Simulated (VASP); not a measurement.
Wanted: the native input for a VASP 6.6.1 run.

```yaml
Task: single point
Functional: PBE
Potentials_or_basis: VASP PAW PBE potentials, release 64 (Al, N)
Cutoff: 520 eV
k_mesh: 1 × 1 × 1
Occupations: fermi-dirac, width 0.01 eV
Spin: no spin polarisation
Dipole_correction: no
Further_INCAR_settings: LREAL = Auto; ALGO = Normal; EDIFF = 1e-06; NBANDS = 85
```

The structure of Al17N15 (a cell with a defect) lies in POSCAR:

```
Al17N15
1.0
    6.2604124029      0.0000000578      0.0000000000
   -3.1302062515      5.4216761502      0.0000000000
    0.0000000000      0.0000000000     10.0361163407
Al N
17 15
Direct
    0.3376608678      0.1600959651      0.2539468498
    0.1610287913      0.3396126030      0.5015065797
    0.3312269062      0.1728998879      0.7490212593
    0.1698805968      0.3296993357      1.0076345870
    0.3386089117      0.6634257451      0.2588688362
    0.1653107578      0.8569410878      0.5042080554
    0.3249704893      0.6617543351      0.7568801677
    0.1901737841      0.8410817116      0.9887939844
    0.8368440934      0.1625121350      0.2581188259
    0.6507637820      0.3426319003      0.5021671772
    0.8395390206      0.1764698339      0.7566215857
    0.6585492373      0.3095074686      0.9886417982
    0.8640899923      0.6334249679      0.1796165943
    0.6363194993      0.8620819582      0.5325221635
    0.8004581351      0.7128331734      0.3885513989
    0.8308899592      0.6724752321      0.7508265505
    0.6682386742      0.8315885412      1.0035926178
    0.3274113964      0.1799386190      0.4409253224
    0.1723886635      0.3281280397      0.1964171604
    0.3307825712      0.1693659365      0.9355967816
    0.1652796498      0.3356535942      0.6916390853
    0.3199283652      0.6807264617      0.4482398714
    0.2076098898      0.8391157825      0.1720579871
    0.3371508884      0.6573417867      0.9428629353
    0.1677958403      0.8358022649      0.6982661018
    0.8198286669      0.1790254219      0.4475434569
    0.6586691123      0.2911432775      0.1719961257
    0.8416972176      0.1621979217      0.9430175244
    0.6690245856      0.3369988802      0.6974107896
    0.6840496418      0.8173807547      0.2010280108
    0.8377224486      0.6618396654      0.9520356187
    0.6600021451      0.8412332470      0.7132501325
```

One way to write it, as run:

INCAR

```
SYSTEM = Al17N15
  PREC = Accurate
  ENCUT = 520
  EDIFF = 1E-6
  ISMEAR = -1
  SIGMA = 0.01
  LREAL = Auto
  LASPH = .TRUE.
  NELM = 120
  ALGO = Normal
  ISIF = 2
  LWAVE = .FALSE.
  LCHARG = .FALSE.
  GGA = PE
  NBANDS = 85
  GGA_COMPAT = .FALSE.
```

KPOINTS

```
Automatic mesh
0
G
  1 1 1
  0 0 0
```

Potentials or basis: VASP PAW PBE potentials, release 64 (Al, N).

The run is started by

```bash
$ cat potpaw_PBE.64/Al/POTCAR potpaw_PBE.64/N/POTCAR > POTCAR
$ mpirun -np 1 vasp_gam > vasp.out
```

Results of the run:

```
Pressure      : 10.3 GPa
Largest force : 2.567 eV/Å
```

Caveat: the k points lie up to 1.16 Å⁻¹ apart, too coarse for converged energies, forces and pressures.

It took 2 min on 1 thread of Intel Xeon 8259CL (shared host), peak memory 0.39 GiB.
